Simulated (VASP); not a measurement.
Write the native input for VASP 6.6.1 that does the following.

| Item | Value |
| --- | --- |
| Task | single point |
| Functional | PBEsol |
| Potentials or basis | VASP PAW PBE potentials, release 64 (In_d) |
| Cutoff | 520 eV |
| k mesh | 18 × 18 × 10 |
| Occupations | fermi-dirac, width 0.05 eV |
| Spin | no spin polarisation |
| Dipole correction | no |
| Further INCAR settings | ALGO = Normal; EDIFF = 1e-06; NBANDS = 20 |

The structure of In lies in POSCAR:

```
In
1.0
    2.4905362559      0.0000000000      0.0000000000
   -1.2452681280      2.1568676666      0.0000000000
    0.0000000000      0.0000000000      4.1124175240
In
2
Direct
    0.3333333333      0.6666666667      0.2500000000
    0.6666666667      0.3333333333      0.7500000000
```

The input as run:

INCAR

```
  PREC = Accurate
  ENCUT = 520
  EDIFF = 1E-6
  ISMEAR = -1
  SIGMA = 0.05
  LREAL = F
  LASPH = T
  NELM = 100
  ALGO = Normal
  ISIF = 2
  LWAVE = F
  LCHARG = F
  GGA = PS
  NBANDS = 20
```

KPOINTS

```
Automatic mesh
0
Gamma
  18 18 10
```

Potentials or basis: VASP PAW PBE potentials, release 64 (In_d).

Command:

```sh
$ cat potpaw_PBE.64/In_d/POTCAR > POTCAR
$ mpirun -np 1 vasp_std > vasp.out
```

Results of the run:

```
Pressure               : 322.0 GPa
Band gap on the k mesh : zero (band 13 reaches 30.42 eV, above the bottom of band 14 at 20.92 eV)
```

Caveat: the PAW data sets were made with another functional, which shifts forces and pressure a little; spin-orbit coupling is left out, which moves the levels of the heavy elements.

Wall time 120 s on 1 thread of Intel(R) Xeon(R) Platinum 8259CL CPU @ 2.50GHz (Skylake/Cascade Lake) (shared host), peak memory 0.19 GiB.
